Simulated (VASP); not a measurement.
# MgO (Amm2) in VASP: single point with PBE

Aim: the single point of MgO with PBE.

All numbers are computed with VASP 6.6.1; they aren't measurements. Logs are shortened: lines on timing, memory, paths and dates and some standing lists are left out, and cuts for length are marked.

### Step 1. The cell of the first run

Symmetry: Amm2, No. 38, orthorhombic system. Conventional cell: a = 4.254 Å, b = 6.016 Å, c = 6.016 Å, α = 90.00°, β = 90.00°, γ = 90.00°. Within 2.7 Å of Mg (site symmetry mm2) lie 6 O at 2.07 to 2.18 Å. Within 2.8 Å of Mg (site symmetry mm2) lie 6 O at 2.13 Å. Within 2.8 Å of Mg (site symmetry m) lie 6 O at 2.13 Å. Within 2.7 Å of O (site symmetry m) lie 6 Mg at 2.07 to 2.18 Å. Within 2.8 Å of O (site symmetry mm2) lie 6 Mg at 2.13 Å. O (site symmetry mm2) has 6 Mg at 2.13 Å within 2.8 Å.

### Step 2. Single point, PBE (atom 1 (Mg) moved +0.075 Å towards its neighbour atom 2 (Mg) at 3.008 Å)

The input, INCAR:

```
SYSTEM = MgO
ALGO = Normal
EDIFF = 1E-6
ENCUT = 520
GGA = PE
ISIF = 2
ISMEAR = 0
LASPH = .TRUE.
LCHARG = .TRUE.
LELF = .TRUE.
LREAL = .FALSE.
LVHAR = .TRUE.
LWAVE = .FALSE.
NBANDS = 26
NELM = 80
PREC = Accurate
SIGMA = 0.05
```

The input, KPOINTS:

```
k-points
0
G
  6 6 6
  0 0 0
```

The input, POSCAR:

```
MgO
1.0
    4.2538458108      0.0000000000      0.0000000000
    0.0000000000     -4.2538458108      0.0000000000
    0.0000000000      0.0000000000     -4.2538458108
Mg O
4 4
Direct
   -0.0124670735     -0.0124670735      0.0000000000
    0.5000000000      0.5000000000      0.0000000000
    0.5000000000      0.0000000000      0.5000000000
    0.0000000000      0.5000000000      0.5000000000
    0.5000000000      0.0000000000      0.0000000000
    0.0000000000      0.5000000000      0.0000000000
    0.0000000000      0.0000000000      0.5000000000
    0.5000000000      0.5000000000      0.5000000000
```

Potentials or basis: VASP PAW PBE potentials, release 64 (Mg, O).

Started as:

```sh
cat potpaw_PBE.64/Mg/POTCAR potpaw_PBE.64/O/POTCAR > POTCAR
mpirun -np 1 vasp_std > vasp.out
```

OUTCAR:

```text
SYSTEM = MgO
   EDIFF = 1E-6
   ENCUT = 520
   GGA = PE
   ISIF = 2
   ISMEAR = 0
   LASPH = .TRUE.
   LREAL = .FALSE.
   NELM = 80
   PREC = Accurate

 ion  position               nearest neighbor table
   1  0.988  0.988  0.000-   5 2.07   6 2.07   7 2.13   7 2.13   5 2.18   6 2.18   2 2.93   3 2.97
                             3 2.97   4 2.97   4 2.97   2 3.01   2 3.01   4 3.05   3 3.05   4 3.05
   2  0.500  0.500  0.000-   5 2.13   6 2.13   8 2.13   8 2.13   5 2.13   6 2.13   1 2.93   4 3.01
                             4 3.01   3 3.01   3 3.01   3 3.01   4 3.01   3 3.01   4 3.01   1 3.01
   3  0.500  0.000  0.500-   5 2.13   7 2.13   8 2.13   5 2.13   8 2.13   7 2.13   1 2.97   1 2.97
                             2 3.01   2 3.01   4 3.01   4 3.01   2 3.01   4 3.01   2 3.01   4 3.01
   4  0.000  0.500  0.500-   6 2.13   7 2.13   8 2.13   6 2.13   7 2.13   8 2.13   1 2.97   1 2.97
                             2 3.01   3 3.01   3 3.01   2 3.01   3 3.01   2 3.01   2 3.01   3 3.01
   5  0.500  0.000  0.000-   1 2.07   2 2.13   3 2.13   3 2.13   2 2.13   1 2.18
   6  0.000  0.500  0.000-   1 2.07   2 2.13   4 2.13   4 2.13   2 2.13   1 2.18
   7  0.000  0.000  0.500-   3 2.13   4 2.13   4 2.13   3 2.13   1 2.13   1 2.13
   8  0.500  0.500  0.500-   2 2.13   3 2.13   4 2.13   2 2.13   3 2.13   4 2.13

  LATTYP: Found a simple cubic cell.
 ALAT       =     4.2538458108

  Lattice vectors:

 A1 = (   4.2538458108,   0.0000000000,   0.0000000000)
 A2 = (   0.0000000000,  -4.2538458108,   0.0000000000)
 A3 = (   0.0000000000,   0.0000000000,  -4.2538458108)

Analysis of symmetry for initial positions (statically):
=====================================================================
 Subroutine PRICEL returns:
 Original cell was already a primitive cell.

 Routine SETGRP: Setting up the symmetry group for a
 simple cubic supercell.

 Subroutine GETGRP returns: Found  4 space group operations
 (whereof  4 operations were pure point group operations)
 out of a pool of 48 trial point group operations.

The static configuration has the point symmetry C_2v.

Analysis of symmetry for dynamics (positions and initial velocities):
=====================================================================
 Subroutine PRICEL returns:
 Original cell was already a primitive cell.

 Routine SETGRP: Setting up the symmetry group for a
 simple cubic supercell.

 Subroutine GETGRP returns: Found  4 space group operations
 (whereof  4 operations were pure point group operations)
 out of a pool of 48 trial point group operations.

The dynamic configuration has the point symmetry C_2v.

 Subroutine INISYM returns: Found  4 space group operations
 (whereof  4 operations are pure point group operations),
 and found     1 'primitive' translations

----------------------------------------------------------------------------------------

                                     Primitive cell

  volume of cell :      76.9742

  direct lattice vectors                    reciprocal lattice vectors
     4.253845811  0.000000000  0.000000000     0.235081393  0.000000000  0.000000000
     0.000000000 -4.253845811  0.000000000     0.000000000 -0.235081393  0.000000000
     0.000000000  0.000000000 -4.253845811     0.000000000  0.000000000 -0.235081393

  length of vectors
     4.253845811  4.253845811  4.253845811     0.235081393  0.235081393  0.235081393

  position of ions in fractional coordinates (direct lattice)
     0.987532927  0.987532927  0.000000000
     0.500000000  0.500000000  0.000000000
     0.500000000  0.000000000  0.500000000
     0.000000000  0.500000000  0.500000000
     0.500000000  0.000000000  0.000000000
     0.000000000  0.500000000  0.000000000
     0.000000000  0.000000000  0.500000000
     0.500000000  0.500000000  0.500000000

  ion indices of the primitive-cell ions
   primitive index   ion index
                 1           1
                 2           2
                 3           3
                 4           4
                 5           5
                 6           6
                 7           7
                 8           8

----------------------------------------------------------------------------------------

 KPOINTS: k-points

Automatic generation of k-mesh.
 Grid dimensions read from file:
 generate k-points for:    6    6    6

 Generating k-lattice:

  Cartesian coordinates                     Fractional coordinates (reciprocal lattice)
     0.039180232  0.000000000  0.000000000     0.166666667  0.000000000  0.000000000
     0.000000000 -0.039180232  0.000000000     0.000000000  0.166666667  0.000000000
     0.000000000  0.000000000 -0.039180232     0.000000000  0.000000000  0.166666667

  Length of vectors
     0.039180232  0.039180232  0.039180232

  Shift w.r.t. Gamma in fractional coordinates (k-lattice)
     0.000000000  0.000000000  0.000000000

 Subroutine IBZKPT returns following result:
 ===========================================

 Found     52 irreducible k-points:

 Following reciprocal coordinates:
            Coordinates               Weight
  0.000000  0.000000  0.000000      1.000000
  0.166667  0.000000  0.000000      4.000000
  0.000000  0.000000  0.166667      2.000000
  0.333333  0.000000  0.000000      4.000000
  0.000000  0.000000  0.333333      2.000000
  0.500000  0.000000  0.000000      2.000000
[... 16 lines left out ...]
  0.333333  0.000000  0.500000      4.000000
  0.500000  0.500000  0.000000      1.000000
 [... further k-points ...]
   k-points           NKPTS =     52   k-points in BZ     NKDIM =     52   number of bands    NBANDS=     26
   number of dos      NEDOS =    301   number of ions     NIONS =      8
   total plane-waves  NPLWV =  32768
   dimension x,y,z NGX =    32 NGY =   32 NGZ =   32
   dimension x,y,z NGXF=    64 NGYF=   64 NGZF=   64
   ions per type =               4   4
   NGX,Y,Z   is equivalent  to a cutoff of  12.51, 12.51, 12.51 a.u.
   NGXF,Y,Z  is equivalent  to a cutoff of  25.01, 25.01, 25.01 a.u.
 SYSTEM =  MgO
   PREC   = accura    normal or accurate (medium, high low for compatibility)
   ISTART =      0    job   : 0-new  1-cont  2-samecut
   ICHARG =      2    charge: 1-file 2-atom 10-const
   ISPIN  =      1    spin polarized calculation?
   LNONCOLLINEAR =      F non collinear calculations
   LSORBIT =      F    spin-orbit coupling
   LASPH  =      T    aspherical Exc in radial PAW
   ENCUT  =  520.0 eV  38.22 Ry    6.18 a.u.   7.91  7.91  7.91*2*pi/ulx,y,z
   NELM   =     80;   NELMIN=  2; NELMDL= -5     # of ELM steps
   EDIFF  = 0.1E-05   stopping-criterion for ELM
   LREAL  =      F    real-space projection
   EDIFFG = 0.1E-04   stopping-criterion for IOM
   NSW    =      0    number of steps for IOM
   IBRION =     -1    ionic relax: 0-MD 1-quasi-New 2-CG
   NFREE  =      0    steps in history (QN), initial steepest desc. (CG)
   ISIF   =      2    stress and relaxation
   ISYM   =      2    0-nonsym 1-usesym 2-fastsym
   POTIM  = 0.5000    time-step for ionic-motion
   TEBEG  =    0.0;   TEEND  =   0.0 temperature during run
   PSTRESS=    0.0 pullay stress
   NELECT =      32.0000    total number of electrons
   NUPDOWN=      -1.0000    fix difference up-down
   EMIN   =  10.00;   EMAX   =-10.00  energy-range for DOS
   EFERMI =   0.00;   METHOD = LEGACY
   ISMEAR =     0;   SIGMA  =   0.05  broadening in eV -4-tet -1-fermi 0-gaus
   EFERMI_NEDOS =   21; number of points for ismear=-14 and -15
   IALGO  =     38    algorithm
   IMIX   =      4    mixing-type and parameters
     AMIX     =   0.40;   BMIX     =  1.00
     AMIX_MAG =   1.60;   BMIX_MAG =  1.00
  volume/ion in A,a.u.               =       9.62        64.93
  Fermi-wavevector in a.u.,A,eV,Ry     =   1.221827  2.308918 20.311613  1.492861
  Thomas-Fermi vector in A             =   2.356996
   LORBIT       =      0    0 simple, 1 ext, 2 COOP (PROOUT), +10 PAW based schemes
   GGA     = PE    functional components
   LHFCALC =     F    Hartree Fock is set to
   AEXX    =    0.0000 exact exchange contribution
   IVDW    =     0    specifies the selected vdW correction
   LEPSILON=     F    determine dielectric tensor
   LRPA    =     F    only Hartree local field effects (RPA)
 non-spin polarized calculation
 Gauss-broadening in eV      SIGMA  =   0.05
  energy-cutoff  :      520.00
  volume of cell :       76.97
 maximum number of plane-waves:      2103
   NGX = 15   NGY = 15   NGZ = 15

 number of electron      31.9999976 magnetization

 Free energy of the ion-electron system (eV)
  ---------------------------------------------------
  ext. energy  EPLUGINS =         0.00000000
  ---------------------------------------------------
  free energy    TOTEN  =       -47.62153665 eV

  energy without entropy =      -47.62153665  energy(sigma->0) =      -47.62153665

 E-fermi :   3.2702     XC(G=0): -10.9386

 val. band max:        2.9676835952   @ k =   0.0000   0.0000   0.0000
 cond. band min:       7.4100869363   @ k =   0.0000   0.0000   0.0000
 fundamental gap:      4.4424033411
 Fermi energy:         3.2701586328

 k-point     1 :       0.0000    0.0000    0.0000
  band No.  band energies     occupation
      1     -14.1471      2.00000
      2     -12.6914      2.00000
      3     -12.6901      2.00000
      4     -12.6852      2.00000
      5      -0.9964      2.00000
      6      -0.9960      2.00000
[... 18 lines left out ...]
     25      15.7573      0.00000
     26      15.7576      0.00000

 k-point     2 :       0.1667    0.0000    0.0000
  band No.  band energies     occupation
      1     -14.0542      2.00000
      2     -12.7907      2.00000
      3     -12.6782      2.00000
      4     -12.6750      2.00000
      5      -0.8646      2.00000
      6      -0.8641      2.00000
[... 18 lines left out ...]
     25      15.6197      0.00000
     26      15.8241      0.00000

 k-point     3 :       0.0000    0.0000    0.1667
  band No.  band energies     occupation
      1     -14.0542      2.00000
      2     -12.7905      2.00000
      3     -12.6791      2.00000
      4     -12.6743      2.00000
      5      -0.8659      2.00000
      6      -0.8618      2.00000
[... 18 lines left out ...]
     25      15.6184      0.00000
     26      15.8253      0.00000

 k-point     4 :       0.3333    0.0000    0.0000
  band No.  band energies     occupation
      1     -13.7966      2.00000
      2     -13.0666      2.00000
      3     -12.6541      2.00000
      4     -12.6510      2.00000
      5      -0.4828      2.00000
      6      -0.4822      2.00000
[... 18 lines left out ...]
     25      15.1856      0.00000
     26      15.5775      0.00000

 k-point     5 :       0.0000    0.0000    0.3333
  band No.  band energies     occupation
      1     -13.7965      2.00000
      2     -13.0666      2.00000
      3     -12.6550      2.00000
      4     -12.6503      2.00000
      5      -0.4839      2.00000
      6      -0.4800      2.00000
[... 18 lines left out ...]
     25      15.1853      0.00000
     26      15.5780      0.00000

 k-point     6 :       0.5000    0.0000    0.0000
  band No.  band energies     occupation
      1     -13.4443      2.00000
      2     -13.4284      2.00000
      3     -12.6422      2.00000
      4     -12.6390      2.00000
      5       0.0896      2.00000
      6       0.0897      2.00000
[... 427 lines left out ...]
 k-point    21 :       0.5000    0.3333    0.0000
  band No.  band energies     occupation
      1     -13.2190      2.00000
      2     -13.2065      2.00000
      3     -12.8131      2.00000
      4     -12.8076      2.00000
      5      -0.4412      2.00000
      6      -0.4267      2.00000
[... 18 lines left out ...]
     25      15.6996      0.00000
     26      15.7408      0.00000

 k-point    22 :       0.0000    0.5000    0.3333
  band No.  band energies     occupation
      1     -13.2190      2.00000
      2     -13.2064      2.00000
      3     -12.8131      2.00000
      4     -12.8078      2.00000
      5      -0.4414      2.00000
      6      -0.4277      2.00000
[... 18 lines left out ...]
     25      15.7058      0.00000
     26      15.7444      0.00000

 k-point    23 :       0.3333    0.0000    0.5000
  band No.  band energies     occupation
      1     -13.2147      2.00000
      2     -13.2107      2.00000
      3     -12.8127      2.00000
      4     -12.8082      2.00000
      5      -0.4355      2.00000
      6      -0.4332      2.00000
[... 18 lines left out ...]
     25      15.7250      0.00000
     26      15.7300      0.00000

 k-point    24 :       0.5000    0.5000    0.0000
  band No.  band energies     occupation
      1     -13.0116      2.00000
      2     -13.0049      2.00000
      3     -13.0029      2.00000
      4     -12.9915      2.00000
      5      -0.4538      2.00000
      6      -0.4383      2.00000
[... 18 lines left out ...]
     25      16.5041      0.00000
     26      16.6389      0.00000

 [... further k-points ...]

------------------------ aborting loop because EDIFF is reached ----------------------------------------

  FORCE on cell =-STRESS in cart. coord.  units (eV):
  Direction    XX          YY          ZZ          XY          YZ          ZX
  --------------------------------------------------------------------------------------
  -------------------------------------------------------------------------------------
  Total       -0.2763952     -0.2763952     -0.3771753     -0.0007296      0.0000000      0.0000000
  in kB       -5.7530190     -5.7530190     -7.8507035     -0.0151853      0.0000000      0.0000000
  external PRESSURE =      -6.4522472 kB  Pullay stress =       0.0000000 kB

 VOLUME and BASIS-vectors are now :
 -----------------------------------------------------------------------------
  energy-cutoff  :      520.00
  volume of cell :       76.97
      direct lattice vectors                 reciprocal lattice vectors
     4.253845811  0.000000000  0.000000000     0.235081393  0.000000000  0.000000000
     0.000000000 -4.253845811  0.000000000     0.000000000 -0.235081393  0.000000000
     0.000000000  0.000000000 -4.253845811     0.000000000  0.000000000 -0.235081393

 POSITION                                       TOTAL-FORCE (eV/Angst)
 -----------------------------------------------------------------------------------
      4.20081     -4.20081      0.00000         0.478180     -0.478180      0.000000
      2.12692     -2.12692      0.00000        -0.130196      0.130196      0.000000
      2.12692      0.00000     -2.12692        -0.129118     -0.038246      0.000000
      0.00000     -2.12692     -2.12692         0.038246      0.129118      0.000000
      2.12692      0.00000      0.00000        -0.119786      0.075198      0.000000
      0.00000     -2.12692      0.00000        -0.075198      0.119786      0.000000
      0.00000      0.00000     -2.12692        -0.076234      0.076234      0.000000
      2.12692     -2.12692     -2.12692         0.014106     -0.014106      0.000000
 -----------------------------------------------------------------------------------
    total drift:                               -0.000343      0.000343      0.000000

  FREE ENERGIE OF THE ION-ELECTRON SYSTEM (eV)
  ---------------------------------------------------
  free  energy   TOTEN  =       -47.6215366453 eV

  energy  without entropy=      -47.6215366453  energy(sigma->0) =      -47.62153665
```

It took 96 s on 1 thread of Intel Xeon 8259CL, shared host; peak memory 0.22 GiB.

Results:

| Item | Value |
| --- | --- |
| Free energy | -47.6215 eV |
| Pressure | -0.6 GPa |
| Largest force | 0.676 eV/Å |
| Band gap on the k mesh | 4.44 eV |

Forces in eV/Å, atoms in the order of the input:
```
Mg   0.478 -0.478  0.000
Mg  -0.130  0.130  0.000
Mg  -0.129 -0.038  0.000
Mg   0.038  0.129  0.000
O   -0.120  0.075  0.000
O   -0.075  0.120  0.000
O   -0.076  0.076  0.000
O    0.014 -0.014  0.000
```

Caveat: the cell differs from its parent crystal (atom 1 (Mg) moved +0.075 Å towards its neighbour atom 2 (Mg) at 3.008 Å).
